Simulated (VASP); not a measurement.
# W4S7 in VASP: further runs

The runs below take W4S7 through single point, with PBE+D3(BJ).

All numbers are computed with VASP 6.6.1; they aren't measurements. Logs are shortened: lines on timing, memory, paths and dates and some standing lists are left out, and cuts for length are marked.

## Step 1: The cell of the first run

The cell holds a slab with vacuum, 11 atoms: a = 6.321 Å, b = 6.321 Å, c = 21.152 Å, α = 90.00°, β = 90.00°, γ = 120.00°.

## Step 2: Single point, PBE+D3(BJ) (atoms taken out)

INCAR

```
SYSTEM = W4S7
ALGO = Normal
DIPOL = 0.5 0.5 0.493
EDIFF = 1E-7
ENCUT = 520
GGA = PE
IDIPOL = 3
ISIF = 2
ISMEAR = 0
IVDW = 12
KPAR = 4
LASPH = .TRUE.
LCHARG = .FALSE.
LDIPOL = .TRUE.
LREAL = .FALSE.
LWAVE = .FALSE.
NBANDS = 60
NELM = 100
PREC = Accurate
SIGMA = 0.05
```

KPOINTS

```
k-points
0
G
  12 12 1
  0 0 0
```

POSCAR

```
W4S7
1.0
    6.3210397202      0.0000000000      0.0000000000
   -3.1605198601      5.4741809760      0.0000000000
    0.0000000000      0.0000000000     21.1515789945
S W
7 4
Direct
    0.1666666667      0.3333333333      0.4243991898
    0.1728718980      0.8364359490      0.4262865937
    0.6635640510      0.3271281020      0.4262865937
    0.6635640510      0.8364359490      0.4262865937
    0.1650278195      0.8325139098      0.5741914163
    0.6674860902      0.3349721805      0.5741914163
    0.6674860902      0.8325139098      0.5741914163
    0.3287070011      0.1712929989      0.4999149829
    0.3287070011      0.6574140023      0.4999149829
    0.8425859978      0.1712929989      0.4999149829
    0.8333333333      0.6666666667      0.4999204892
```

Potentials or basis: VASP PAW PBE potentials, release 64 (S, W_sv).

The run is started by

```console
cat potpaw_PBE.64/S/POTCAR potpaw_PBE.64/W_sv/POTCAR > POTCAR
mpirun -np 4 vasp_std > vasp.out
```

OUTCAR:

```text
SYSTEM = W4S7
   EDIFF = 1E-7
   ENCUT = 520
   GGA = PE
   ISIF = 2
   ISMEAR = 0
   IVDW = 12
   LASPH = .TRUE.
   LREAL = .FALSE.
   NELM = 100
   PREC = Accurate
 IVDW          = 12

 ion  position               nearest neighbor table
   1  0.167  0.333  0.424-   8 2.39  10 2.39   9 2.39
   2  0.173  0.836  0.426-   9 2.41   8 2.41  11 2.42
   3  0.664  0.327  0.426-   8 2.41  10 2.41  11 2.42
   4  0.664  0.836  0.426-   9 2.41  10 2.41  11 2.42
   5  0.165  0.833  0.574-  11 2.40   8 2.43   9 2.43
   6  0.667  0.335  0.574-  11 2.40   8 2.43  10 2.43
   7  0.667  0.833  0.574-  11 2.40   9 2.43  10 2.43
   8  0.329  0.171  0.500-   1 2.39   2 2.41   3 2.41   5 2.43   6 2.43  10 3.07   9 3.07  11 3.16
                            11 3.16   9 3.25  10 3.25
   9  0.329  0.657  0.500-   1 2.39   2 2.41   4 2.41   5 2.43   7 2.43  10 3.07   8 3.07  11 3.16
                            11 3.16   8 3.25  10 3.25
  10  0.843  0.171  0.500-   1 2.39   4 2.41   3 2.41   7 2.43   6 2.43   8 3.07   9 3.07  11 3.16
                            11 3.16   9 3.25   8 3.25
  11  0.833  0.667  0.500-   6 2.40   7 2.40   5 2.40   4 2.42   3 2.42   2 2.42  10 3.16   8 3.16
                             8 3.16   9 3.16   9 3.16  10 3.16

  LATTYP: Found a hexagonal cell.
 ALAT       =     6.3210397202
 C/A-ratio  =     3.3462183329

  Lattice vectors:

 A1 = (   6.3210397202,   0.0000000000,   0.0000000000)
 A2 = (  -3.1605198601,   5.4741809760,   0.0000000000)
 A3 = (   0.0000000000,   0.0000000000,  21.1515789945)

Analysis of symmetry for initial positions (statically):
=====================================================================
 Subroutine PRICEL returns:
 Original cell was already a primitive cell.

 Routine SETGRP: Setting up the symmetry group for a
 hexagonal supercell.

 Subroutine GETGRP returns: Found  6 space group operations
 (whereof  2 operations were pure point group operations)
 out of a pool of 24 trial point group operations.

The static configuration has the point symmetry C_1h.
 The point group associated with its full space group is C_3v.

Analysis of symmetry for dynamics (positions and initial velocities):
=====================================================================
 Subroutine PRICEL returns:
 Original cell was already a primitive cell.

 Routine SETGRP: Setting up the symmetry group for a
 hexagonal supercell.

 Subroutine GETGRP returns: Found  6 space group operations
 (whereof  2 operations were pure point group operations)
 out of a pool of 24 trial point group operations.

The dynamic configuration has the point symmetry C_1h.
 The point group associated with its full space group is C_3v.

 Subroutine INISYM returns: Found  6 space group operations
 (whereof  2 operations are pure point group operations),
 and found     1 'primitive' translations

----------------------------------------------------------------------------------------

                                     Primitive cell

  volume of cell :     731.8978

  direct lattice vectors                    reciprocal lattice vectors
     6.321039720  0.000000000  0.000000000     0.158201822  0.091337864  0.000000000
    -3.160519860  5.474180976  0.000000000     0.000000000  0.182675729  0.000000000
     0.000000000  0.000000000 21.151578994     0.000000000  0.000000000  0.047277794

  length of vectors
     6.321039720  6.321039720 21.151578994     0.182675729  0.182675729  0.047277794

  position of ions in fractional coordinates (direct lattice)
     0.166666667  0.333333333  0.424399190
     0.172871898  0.836435949  0.426286594
     0.663564051  0.327128102  0.426286594
     0.663564051  0.836435949  0.426286594
     0.165027819  0.832513910  0.574191416
     0.667486090  0.334972181  0.574191416
     0.667486090  0.832513910  0.574191416
     0.328707001  0.171292999  0.499914983
     0.328707001  0.657414002  0.499914983
     0.842585998  0.171292999  0.499914983
     0.833333333  0.666666667  0.499920489

  ion indices of the primitive-cell ions
   primitive index   ion index
                 1           1
                 2           2
                 3           3
                 4           4
                 5           5
                 6           6
                 7           7
                 8           8
                 9           9
                10          10
                11          11

----------------------------------------------------------------------------------------

 KPOINTS: k-points

Automatic generation of k-mesh.
 Grid dimensions read from file:
 generate k-points for:   12   12    1

 Generating k-lattice:

  Cartesian coordinates                     Fractional coordinates (reciprocal lattice)
     0.013183485  0.007611489  0.000000000     0.083333333 -0.000000000  0.000000000
     0.000000000  0.015222977  0.000000000     0.000000000  0.083333333  0.000000000
     0.000000000  0.000000000  0.047277794     0.000000000  0.000000000  1.000000000

  Length of vectors
     0.015222977  0.015222977  0.047277794

  Shift w.r.t. Gamma in fractional coordinates (k-lattice)
     0.000000000  0.000000000  0.000000000

 Subroutine IBZKPT returns following result:
 ===========================================

 Found     19 irreducible k-points:

 Following reciprocal coordinates:
            Coordinates               Weight
  0.000000  0.000000  0.000000      1.000000
  0.083333 -0.000000  0.000000      6.000000
  0.166667  0.000000  0.000000      6.000000
  0.250000  0.000000  0.000000      6.000000
  0.333333 -0.000000  0.000000      6.000000
  0.416667  0.000000  0.000000      6.000000
[... 11 lines left out ...]
  0.333333  0.250000  0.000000     12.000000
  0.333333  0.333333  0.000000      2.000000
   k-points           NKPTS =     19   k-points in BZ     NKDIM =     19   number of bands    NBANDS=     60
   number of dos      NEDOS =    301   number of ions     NIONS =     11
   total plane-waves  NPLWV = 368640
   dimension x,y,z NGX =    48 NGY =   48 NGZ =  160
   dimension x,y,z NGXF=    96 NGYF=   96 NGZF=  320
   ions per type =               7   4
   NGX,Y,Z   is equivalent  to a cutoff of  12.62, 12.62, 12.58 a.u.
   NGXF,Y,Z  is equivalent  to a cutoff of  25.25, 25.25, 25.15 a.u.
 SYSTEM =  W4S7
   PREC   = accura    normal or accurate (medium, high low for compatibility)
   ISTART =      0    job   : 0-new  1-cont  2-samecut
   ICHARG =      2    charge: 1-file 2-atom 10-const
   ISPIN  =      1    spin polarized calculation?
   LNONCOLLINEAR =      F non collinear calculations
   LSORBIT =      F    spin-orbit coupling
   LASPH  =      T    aspherical Exc in radial PAW
   ENCUT  =  520.0 eV  38.22 Ry    6.18 a.u.  11.75 11.75 39.33*2*pi/ulx,y,z
   NELM   =    100;   NELMIN=  2; NELMDL= -5     # of ELM steps
   EDIFF  = 0.1E-06   stopping-criterion for ELM
   LREAL  =      F    real-space projection
   EDIFFG = 0.1E-05   stopping-criterion for IOM
   NSW    =      0    number of steps for IOM
   IBRION =     -1    ionic relax: 0-MD 1-quasi-New 2-CG
   NFREE  =      0    steps in history (QN), initial steepest desc. (CG)
   ISIF   =      2    stress and relaxation
   ISYM   =      2    0-nonsym 1-usesym 2-fastsym
   POTIM  = 0.5000    time-step for ionic-motion
   TEBEG  =    0.0;   TEEND  =   0.0 temperature during run
   PSTRESS=    0.0 pullay stress
   NELECT =      98.0000    total number of electrons
   NUPDOWN=      -1.0000    fix difference up-down
   EMIN   =  10.00;   EMAX   =-10.00  energy-range for DOS
   EFERMI =   0.00;   METHOD = LEGACY
   ISMEAR =     0;   SIGMA  =   0.05  broadening in eV -4-tet -1-fermi 0-gaus
   EFERMI_NEDOS =   21; number of points for ismear=-14 and -15
   IALGO  =     38    algorithm
   IMIX   =      4    mixing-type and parameters
     AMIX     =   0.40;   BMIX     =  1.00
     AMIX_MAG =   1.60;   BMIX_MAG =  1.00
  volume/ion in A,a.u.               =      66.54       449.01
  Fermi-wavevector in a.u.,A,eV,Ry     =   0.837529  1.582701  9.543880  0.701455
  Thomas-Fermi vector in A             =   1.951434
   LORBIT       =      0    0 simple, 1 ext, 2 COOP (PROOUT), +10 PAW based schemes
   GGA     = PE    functional components
   LHFCALC =     F    Hartree Fock is set to
   AEXX    =    0.0000 exact exchange contribution
   IVDW    =    12    specifies the selected vdW correction
   LEPSILON=     F    determine dielectric tensor
   LRPA    =     F    only Hartree local field effects (RPA)
 non-spin polarized calculation
 Gauss-broadening in eV      SIGMA  =   0.05
  energy-cutoff  :      520.00
  volume of cell :      731.90
 maximum number of plane-waves:     19748
 NGX is ok and might be reduce to    48
   NGX = 23   NGY = 23   NGZ = 79

 dipolmoment           0.000000      0.000000     -0.002774 electrons x Angstroem

 number of electron      97.9999992 magnetization

 dipolmoment           0.000000      0.000000      0.003057 electrons x Angstroem

 Free energy of the ion-electron system (eV)
  ---------------------------------------------------
  ext. energy  EPLUGINS =         0.00000000
  ---------------------------------------------------
  free energy    TOTEN  =       -87.68465185 eV

  energy without entropy =      -87.68465185  energy(sigma->0) =      -87.68465185

 E-fermi :  -1.7140     XC(G=0):  -3.5158

 val. band max:       -2.1187300944   @ k =   0.0000   0.0000   0.0000
 cond. band min:      -1.2644517692   @ k =   0.3333   0.3333   0.0000
 fundamental gap:      0.8542783251
 Fermi energy:        -1.7139689341

 k-point     1 :       0.0000    0.0000    0.0000
  band No.  band energies     occupation
      1     -76.3716      2.00000
      2     -76.2571      2.00000
      3     -76.2434      2.00000
      4     -76.2434      2.00000
      5     -40.7774      2.00000
      6     -40.7774      2.00000
[... 1186 lines left out ...]
     59       1.1131      0.00000
     60       1.2112      0.00000

------------------------ aborting loop because EDIFF is reached ----------------------------------------

 vacuum level on the upper side and lower side of the slab       (xc-potential included)        -0.083        -0.104

 Edisp (eV)   -3.18068

 E8    (eV) :    -1.4455

  FORCE on cell =-STRESS in cart. coord.  units (eV):
  Direction    XX          YY          ZZ          XY          YZ          ZX
  --------------------------------------------------------------------------------------
  -------------------------------------------------------------------------------------
  Total      -7.63855    -7.63855    -0.05725     0.00000     0.00000     0.00000
  in kB     -16.72134   -16.72134    -0.12532     0.00000     0.00000     0.00000
  external pressure =      -11.19 kB  Pullay stress =        0.00 kB

 VOLUME and BASIS-vectors are now :
 -----------------------------------------------------------------------------
  energy-cutoff  :      520.00
  volume of cell :      731.90
      direct lattice vectors                 reciprocal lattice vectors
     6.321039720  0.000000000  0.000000000     0.158201822  0.091337864  0.000000000
    -3.160519860  5.474180976  0.000000000     0.000000000  0.182675729  0.000000000
     0.000000000  0.000000000 21.151578994     0.000000000  0.000000000  0.047277794

 POSITION                                       TOTAL-FORCE (eV/Angst)
 -----------------------------------------------------------------------------------
      0.00000      1.82473      8.97671        -0.000000      0.000000     -0.003566
     -1.55084      4.57880      9.01663         0.001865      0.001077     -0.001610
      3.16052      1.79076      9.01663        -0.000000     -0.002154     -0.001610
      1.55084      4.57880      9.01663        -0.001865      0.001077     -0.001610
     -1.58803      4.55733     12.14506        -0.003987     -0.002302      0.010844
      3.16052      1.83370     12.14506         0.000000      0.004603      0.010844
      1.58803      4.55733     12.14506         0.003987     -0.002302      0.010844
      1.53640      0.93769     10.57399        -0.000734      0.000424     -0.015053
     -0.00000      3.59880     10.57399        -0.000000     -0.000848     -0.015053
      4.78464      0.93769     10.57399         0.000734      0.000424     -0.015053
      3.16052      3.64945     10.57411        -0.000000      0.000000      0.021022
 -----------------------------------------------------------------------------------
    total drift:                                0.000001     -0.000001     -0.000006

  FREE ENERGIE OF THE ION-ELECTRON SYSTEM (eV)
  ---------------------------------------------------
  free  energy   TOTEN  =       -90.8653285770 eV

  energy  without entropy=      -90.8653285770  energy(sigma->0) =      -90.86532858

 vacuum level on the upper side and lower side of the slab         3.317         3.296
```

Wall time 7.8 min (4 MPI ranks of Intel Xeon Platinum 8488C (Sapphire Rapids), shared host); peak memory 1.1 GiB.

Results:

```
Free energy                : -90.8653 eV
Largest force              : 0.021 eV/Å
Band gap on the k mesh     : 0.85 eV (least direct gap 1.04 eV)
Dispersion energy per atom : -0.289 eV
```

Forces on the atoms (eV/Å):
```
S    0.000  0.000 -0.004
S    0.002  0.001 -0.002
S    0.000 -0.002 -0.002
S   -0.002  0.001 -0.002
S   -0.004 -0.002  0.011
S    0.000  0.005  0.011
S    0.004 -0.002  0.011
W   -0.001  0.000 -0.015
W    0.000 -0.001 -0.015
W    0.001  0.000 -0.015
W    0.000  0.000  0.021
```

Levels at points of the mesh, in eV from the valence-band top:
```tsv
k point	band 46	band 47	band 48	band 49	band 50	band 51	band 52	band 53
(0.00, 0.00, 0.00)	-0.95	-0.95	-0.44	0.00	1.39	1.39	2.82	2.82
(0.50, 0.00, 0.00)	-1.07	-0.88	-0.78	-0.41	0.92	1.46	2.19	2.35
```

Caveat: the cell differs from its parent crystal (atoms taken out); spin-orbit coupling is left out, which moves the levels of the heavy elements.

[end of part 1 of 2]
